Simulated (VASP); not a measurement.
# Si62As (a cell with a defect) in VASP: further runs, part 2 of 3

VASP 6.6.1. The steps go on from the part before.

### 3 Single point, LDA

INCAR reads:

```
PREC = Accurate
ENCUT = 520
EDIFF = 1E-6
ISMEAR = -1
SIGMA = 0.05
LREAL = Auto
LASPH = True
NELM = 80
ALGO = Normal
ISIF = 2
LWAVE = False
LCHARG = False
GGA = CA
NBANDS = 164
NELECT = 252.0
```

KPOINTS reads:

```
regular mesh
0
Gamma
  1 1 1
```

POSCAR reads:

```
Si62As
1.0
   10.8600000000      0.0000000000      0.0000000000
    0.0000000000     10.8600000000      0.0000000000
    0.0000000000      0.0000000000     10.8600000000
Si As
62 1
Direct
    0.4988764273      0.0011235727     -0.0013090239
    0.6226953959      0.1250616022      0.1249383978
    0.7503808471      0.2492953959      0.0007046041
    0.8761065378      0.3758897790      0.1262172192
    0.7459581952     -0.0003962247      0.2503962247
    0.8721104052      0.1245708103      0.3740365562
   -0.0007031308     -0.0006952118     -0.0002073665
    0.1238049724      0.1256070902      0.1243929098
    0.2494354512      0.2505645488     -0.0005645488
    0.3743929098      0.3761950276      0.1243929098
    0.5006952118      0.5007031308     -0.0002073665
    0.6240365562      0.6278895948      0.1254291897
    0.7494252302      0.7505747698     -0.0007267956
    0.8721104052      0.8759634438      0.1254291897
    0.2486909761      0.0011235727      0.2488764273
    0.3749383978      0.1250616022      0.3726953959
    0.4988764273      0.2513090239      0.2488764273
    0.6243657459      0.3750826888      0.3743657459
    0.7472631676      0.5022438306      0.2506692449
    0.8812662983      0.6187337017      0.3709098527
    0.5003962247     -0.0003962247      0.4959581952
    0.6240365562      0.1245708103      0.6221104052
    0.7494252302      0.2507267956      0.4994252302
    0.8747502762      0.3745182320      0.6247502762
    0.7472631676     -0.0006692449      0.7477561694
    0.8761065378      0.1237827808      0.8741102210
   -0.0003948435      0.5003948435     -0.0001192449
    0.1241102210      0.6238934622      0.1262172192
    0.2507046041      0.7496191529      0.0007046041
    0.3749383978      0.8773046041      0.1249383978
   -0.0007031308      0.2502073665      0.2506952118
    0.1263873849      0.3736126151      0.3752687845
    0.2497926335      0.5007031308      0.2506952118
    0.3754291897      0.6278895948      0.3740365562
    0.5003962247      0.7540418048      0.2503962247
   -0.0022438306     -0.0006692449      0.4972631676
    0.1241102210      0.1237827808      0.6261065378
    0.2507046041      0.2492953959      0.5003808471
    0.3762172192      0.3758897790      0.6261065378
    0.5006692449      0.5022438306      0.4972631676
    0.6209098527      0.6187337017      0.6312662983
    0.8812662983      0.8790901473      0.6312662983
    0.2497926335     -0.0006952118      0.7492968692
    0.3743929098      0.1256070902      0.8738049724
    0.5006952118      0.2502073665      0.7492968692
    0.6252687845      0.3736126151      0.8763873849
    0.7510498158      0.4993132597      0.7506867403
    0.8747502762      0.6252497238      0.8754817680
   -0.0022438306      0.7527368324      0.2506692449
    0.1249173112      0.8756342541      0.3743657459
    0.0006867403      0.4993132597      0.5010498158
    0.1254817680      0.6252497238      0.6247502762
    0.2492732044      0.7505747698      0.4994252302
    0.3754291897      0.8759634438      0.6221104052
   -0.0003948435      0.2501192449      0.7496051565
    0.1248774401      0.3751225599      0.8748774401
    0.2498807551      0.5003948435      0.7496051565
    0.3762172192      0.6238934622      0.8741102210
    0.5006692449      0.7527368324      0.7477561694
    0.6243657459      0.8756342541      0.8749173112
    0.0006867403      0.7489501842      0.7506867403
    0.1263873849      0.8747312155      0.8763873849
    0.6388181400      0.8611818600      0.3888181400
```

Potentials or basis: VASP PAW LDA potentials, release 64 (Si, As).

Started as:

```
> cat potpaw_LDA.64/Si/POTCAR potpaw_LDA.64/As/POTCAR > POTCAR
> mpirun -np 1 vasp_gam > vasp.out
```

Wall time 2.2 min (1 thread of AMD EPYC 9R45 (Zen 5), shared host); peak memory 0.67 GiB.

Results (log left out):

| Item | Value |
| --- | --- |
| Free energy | -371.6787 eV |
| Largest force | 0.057 eV/Å |

Forces on the atoms (eV/Å):
```
Si  -0.004  0.004 -0.018
Si   0.020 -0.005  0.005
Si  -0.012 -0.008  0.008
Si   0.004  0.004  0.003
Si  -0.017  0.028 -0.028
Si   0.011  0.011  0.003
Si  -0.006  0.000 -0.004
Si   0.006 -0.003  0.003
Si   0.000  0.000  0.000
Si   0.003 -0.006  0.003
Si   0.000  0.006 -0.004
Si   0.003 -0.011 -0.011
Si   0.005 -0.005  0.007
Si   0.011 -0.003 -0.011
Si  -0.018  0.004 -0.004
Si   0.005 -0.005  0.020
Si  -0.004  0.018 -0.004
Si  -0.004 -0.006 -0.004
Si  -0.002  0.005  0.004
Si   0.003 -0.003 -0.015
Si  -0.028  0.028 -0.017
Si   0.003  0.011  0.011
Si   0.005 -0.007  0.005
Si   0.013  0.009  0.013
Si  -0.002 -0.004 -0.005
Si   0.004 -0.003 -0.004
Si  -0.003  0.003  0.013
Si  -0.004 -0.004  0.003
Si   0.008  0.012  0.008
Si   0.005 -0.020  0.005
Si  -0.006  0.004  0.000
Si  -0.010  0.010  0.007
Si  -0.004  0.006  0.000
Si  -0.011 -0.011  0.003
Si  -0.028  0.017 -0.028
Si  -0.005 -0.004 -0.002
Si  -0.004 -0.003  0.004
Si   0.008 -0.008 -0.012
Si   0.003  0.004  0.004
Si   0.004  0.005 -0.002
Si  -0.015 -0.003  0.003
Si   0.003  0.015  0.003
Si  -0.004  0.000 -0.006
Si   0.003 -0.003  0.006
Si   0.000  0.004 -0.006
Si   0.007  0.010 -0.010
Si   0.008 -0.002  0.002
Si   0.013 -0.013 -0.009
Si  -0.005  0.002  0.004
Si   0.006  0.004 -0.004
Si   0.002 -0.002  0.008
Si  -0.009 -0.013  0.013
Si   0.007 -0.005  0.005
Si  -0.011 -0.003  0.011
Si  -0.003 -0.013 -0.003
Si   0.008 -0.008  0.008
Si   0.013  0.003 -0.003
Si   0.003 -0.004 -0.004
Si   0.004  0.002 -0.005
Si  -0.004  0.004  0.006
Si   0.002 -0.008  0.002
Si  -0.010 -0.007 -0.010
As   0.033 -0.033  0.033
```

Levels at points of the mesh, in eV from the Fermi level:
```csv
k point,band 124,band 125,band 126,band 127,band 128,band 129
"(0.00, 0.00, 0.00)",-0.63,-0.63,-0.18,0.24,0.24,0.30
```

Caveat: the k points lie up to 0.58 Å⁻¹ apart; the cell carries a net charge on a neutralising background, which shifts energy and pressure; the cell is charged against a uniform background, so pressure and absolute levels hang on convention.

### 4 Single point, LDA

INCAR reads:

```
PREC = Accurate
ENCUT = 520
EDIFF = 1E-7
ISMEAR = -1
SIGMA = 0.05
LREAL = Auto
LASPH = True
NELM = 80
ALGO = Normal
ISIF = 2
LWAVE = False
LCHARG = False
NELECT = 252.0
NBANDS = 164
```

KPOINTS is that of step 3.

POSCAR reads:

```
Si62As
1.0
   10.8600000000      0.0000000000      0.0000000000
    0.0000000000     10.8600000000      0.0000000000
    0.0000000000      0.0000000000     10.8600000000
Si As
62 1
Direct
    0.4986516575      0.0004643646     -0.0013418969
    0.6223942910      0.1256690608      0.1243543278
    0.7496685083      0.2507336096     -0.0005853591
    0.8734697974      0.3754883057      0.1259990792
    0.7497453959      0.0045681400      0.2455458564
    0.8724200737      0.1225580110      0.3770966851
   -0.0023457643      0.0007909761      0.0002872007
    0.1231700737      0.1250655617      0.1248141805
    0.2488496317      0.2503054328     -0.0001932781
    0.3741941068      0.3759524862      0.1248991713
    0.4983558011      0.5015266114      0.0003164825
    0.6259272560      0.6269117864      0.1278485267
    0.7494992634      0.7495623389      0.0002608656
    0.8725082873      0.8729511050      0.1276930018
    0.2477276243      0.0004552486      0.2496424494
    0.3736568140      0.1254688766      0.3731400552
    0.4988577348      0.2513677716      0.2496743094
    0.6245072744      0.3745157459      0.3754837937
    0.7494272560      0.5009746777      0.2526732965
    0.8741302947      0.6250158379      0.3788740331
    0.4953918969      0.0034955801      0.4994381215
    0.6260081031      0.1220662063      0.6230243094
    0.7495458564      0.2499700737      0.5006470534
    0.8750592081      0.3740197053      0.6259633517
    0.7494198895     -0.0027723757      0.7489946593
    0.8733174033      0.1240613260      0.8744558932
   -0.0006383978      0.4998560773      0.0006979742
    0.1238996317      0.6259114180      0.1257652855
    0.2489352670      0.7498195212     -0.0004262431
    0.3738640884      0.8769046041      0.1248441068
   -0.0022105893      0.2496395948      0.2492895948
    0.1243947514      0.3750169429      0.3755335175
    0.2496096685      0.5015616943      0.2490252302
    0.3766662063      0.6268540516      0.3769479742
    0.4954430939      0.7504229282      0.2466401473
   -0.0017361878     -0.0025724678      0.5003733886
    0.1239241252      0.1242244936      0.6241128913
    0.2488905157      0.2506357274      0.5003504604
    0.3752472376      0.3754476059      0.6243537753
    0.5017104972      0.5011142726      0.5002743094
    0.6280693370      0.6252197974      0.6247213628
    0.8743665746      0.8711278085      0.6251027624
    0.2496138122      0.0008923573      0.7483365562
    0.3738978821      0.1251357274      0.8741029466
    0.4984437385      0.2495280847      0.7485284530
    0.6248455801      0.3750828729      0.8749236648
    0.7509186004      0.4998953039      0.7501224678
    0.8748488950      0.6242083794      0.8760539595
   -0.0015982505      0.7495914365      0.2527003683
    0.1246840700      0.8746405157      0.3755017495
   -0.0006004604      0.4996333333      0.5016556169
    0.1250256906      0.6240233886      0.6258653775
    0.2491298343      0.7494910681      0.5006108656
    0.3768847145      0.8730646409      0.6231484346
   -0.0005126151      0.2492348066      0.7502939227
    0.1244255985      0.3747919890      0.8753836096
    0.2499320442      0.4997229282      0.7502723757
    0.3751545120      0.6258302026      0.8745162983
    0.5019273481      0.7497624309      0.7489868324
    0.6245031308      0.8746684162      0.8756287293
   -0.0003954880      0.7481773481      0.7505360958
    0.1244665746      0.8744683241      0.8750782689
    0.7362598527      0.7633553407      0.4869122468
```

Potentials or basis: VASP PAW LDA potentials, release 64 (Si, As).

Started as:

```
> cat potpaw_LDA.64/Si/POTCAR potpaw_LDA.64/As/POTCAR > POTCAR
> mpirun -np 1 vasp_gam > vasp.out
```

OUTCAR:

```text
PREC = Accurate
   ENCUT = 520
   EDIFF = 1E-7
   ISMEAR = -1
   LREAL = Auto
   LASPH = True
   NELM = 80
   ISIF = 2
   NELECT = 252.0

 ion  position               nearest neighbor table
   1  0.499  0.000  0.999-  44 2.34  30 2.35   2 2.35  60 2.35
   2  0.622  0.126  0.124-   5 2.32  17 2.35   1 2.35   3 2.37
   3  0.750  0.251  0.999-  46 2.34   4 2.35  26 2.35   2 2.37
   4  0.873  0.375  0.126-  31 2.34   3 2.35  27 2.35  19 2.36
[... 496 lines left out ...]
  Total      -18.1339580    -18.2020925    -18.2287541     -3.5531754     -3.6181631      3.5780916
  in kB      -22.6836905    -22.7689196    -22.8022705     -4.4446519     -4.5259448      4.4758195
  external PRESSURE =     -22.7516269 kB  Pullay stress =       0.0000000 kB

 VOLUME and BASIS-vectors are now :
 -----------------------------------------------------------------------------
  energy-cutoff  :      520.00
  volume of cell :     1280.82
      direct lattice vectors                 reciprocal lattice vectors
    10.860000000  0.000000000  0.000000000     0.092081031  0.000000000  0.000000000
     0.000000000 10.860000000  0.000000000     0.000000000  0.092081031  0.000000000
     0.000000000  0.000000000 10.860000000     0.000000000  0.000000000  0.092081031

 POSITION                                       TOTAL-FORCE (eV/Angst)
 -----------------------------------------------------------------------------------
      5.41536      0.00504     10.84543         0.009636     -0.001572      0.008975
      6.75920      1.36477      1.35049        -0.008177      0.003930     -0.007093
      8.14140      2.72297     10.85364        -0.010393     -0.003134     -0.007068
      9.48588      4.07780      1.36835         0.007359     -0.002370      0.005628
      8.14223      0.04961      2.66663         0.013989      0.005135     -0.008495
      9.47448      1.33098      4.09527         0.002693     -0.002374      0.001220
[... 55 lines left out ...]
      1.35171      9.49673      9.50335        -0.008556      0.025471     -0.007747
      7.99578      8.29004      5.28787        -0.006813      0.012308     -0.021497
 -----------------------------------------------------------------------------------
    total drift:                               -0.017355     -0.000082      0.004747

  FREE ENERGIE OF THE ION-ELECTRON SYSTEM (eV)
  ---------------------------------------------------
  free  energy   TOTEN  =      -371.6748854290 eV

  energy  without entropy=     -371.6486189226  energy(sigma->0) =     -371.66175218
```

OSZICAR:

```text
N       E                     dE             d eps       ncg     rms          rms(c)
DAV:   1     0.124134814594E+04    0.12413E+04   -0.10943E+05   328   0.135E+03
DAV:   2    -0.204815490205E+03   -0.14462E+04   -0.13585E+04   428   0.217E+02
DAV:   3    -0.374708805507E+03   -0.16989E+03   -0.16306E+03   408   0.649E+01
DAV:   4    -0.380454839126E+03   -0.57460E+01   -0.56909E+01   392   0.143E+01
DAV:   5    -0.380609370344E+03   -0.15453E+00   -0.15379E+00   392   0.251E+00    0.284E+01
DAV:   6    -0.374377009062E+03    0.62324E+01   -0.41549E+00   376   0.326E+00    0.169E+01
DAV:   7    -0.371687966052E+03    0.26890E+01   -0.73640E+00   360   0.408E+00    0.184E+00
DAV:   8    -0.371675642632E+03    0.12323E-01   -0.49756E-01   392   0.139E+00    0.972E-01
DAV:   9    -0.371675540895E+03    0.10174E-03   -0.56466E-02   368   0.481E-01    0.453E-01
DAV:  10    -0.371674925017E+03    0.61588E-03   -0.18383E-02   368   0.220E-01    0.200E-01
DAV:  11    -0.371674791948E+03    0.13307E-03   -0.28627E-03   360   0.106E-01    0.121E-01
DAV:  12    -0.371674893509E+03   -0.10156E-03   -0.47607E-04   400   0.393E-02    0.418E-02
DAV:  13    -0.371674897081E+03   -0.35715E-05   -0.23658E-04   400   0.297E-02    0.181E-02
DAV:  14    -0.371674885794E+03    0.11286E-04   -0.59909E-05   376   0.139E-02    0.108E-02
DAV:  15    -0.371674885343E+03    0.45141E-06   -0.70731E-06   400   0.501E-03    0.347E-03
DAV:  16    -0.371674885427E+03   -0.83928E-07   -0.17903E-06   384   0.232E-03    0.278E-03
DAV:  17    -0.371674885429E+03   -0.20409E-08   -0.16702E-07   232   0.766E-04
   1 F= -.37167489E+03 E0= -.37166175E+03  d E =-.262665E-01
```

Run time: 2.4 min. Hardware: 1 thread of AMD EPYC 9R45 (Zen 5), shared host; peak memory 0.68 GiB.

What came out:

```
Free energy   : -371.6749 eV
Largest force : 0.039 eV/Å
```

Forces on the atoms (eV/Å):
```
Si   0.010 -0.002  0.009
Si  -0.008  0.004 -0.007
Si  -0.010 -0.003 -0.007
Si   0.007 -0.002  0.006
Si   0.014  0.005 -0.008
Si   0.003 -0.002  0.001
Si   0.001  0.001  0.004
Si   0.006  0.005  0.005
Si   0.005  0.004  0.003
Si  -0.009 -0.009 -0.007
Si   0.004  0.002  0.010
Si   0.002  0.001  0.001
Si  -0.007  0.003 -0.006
Si   0.004  0.004 -0.004
Si   0.002 -0.005 -0.001
Si   0.008 -0.001 -0.007
Si   0.001 -0.006  0.000
Si  -0.004 -0.002 -0.005
Si  -0.005 -0.008 -0.002
Si   0.007 -0.005 -0.027
Si  -0.022  0.021  0.025
Si  -0.001  0.002  0.000
Si  -0.006  0.003 -0.005
Si   0.006 -0.011  0.001
Si  -0.001  0.006  0.009
Si   0.005 -0.003  0.010
Si   0.006 -0.004  0.009
Si  -0.001 -0.013  0.001
Si   0.003  0.007 -0.005
Si  -0.004  0.007 -0.007
Si   0.001 -0.005 -0.012
Si  -0.004  0.009 -0.019
Si   0.008 -0.004  0.003
Si   0.001  0.007 -0.002
Si  -0.020 -0.027 -0.020
Si   0.008  0.003 -0.002
Si  -0.006 -0.002  0.007
Si  -0.003  0.004 -0.007
Si   0.001 -0.002  0.002
Si   0.000 -0.019 -0.001
Si  -0.020 -0.011  0.017
Si   0.008  0.020  0.016
Si   0.009 -0.006  0.009
Si   0.005  0.010 -0.001
Si   0.001 -0.013  0.003
Si  -0.018  0.005 -0.003
Si   0.014 -0.004  0.001
Si   0.005 -0.001  0.011
Si   0.001  0.007  0.001
Si   0.008  0.009 -0.012
Si   0.004 -0.004  0.019
Si   0.013 -0.007  0.010
Si  -0.001  0.006 -0.006
Si   0.000  0.002 -0.004
Si   0.009  0.001  0.003
Si   0.005 -0.003 -0.006
Si  -0.008 -0.006  0.008
Si  -0.001  0.000  0.004
Si  -0.006 -0.001  0.013
Si  -0.006  0.005  0.005
Si  -0.003 -0.009 -0.006
Si  -0.009  0.025 -0.008
As  -0.007  0.012 -0.021
```

Caveat: the k points lie up to 0.58 Å⁻¹ apart; the cell carries a net charge on a neutralising background, which shifts energy and pressure; the cell is charged against a uniform background, so pressure and absolute levels hang on convention.

(Continued in part 3 of 3.)
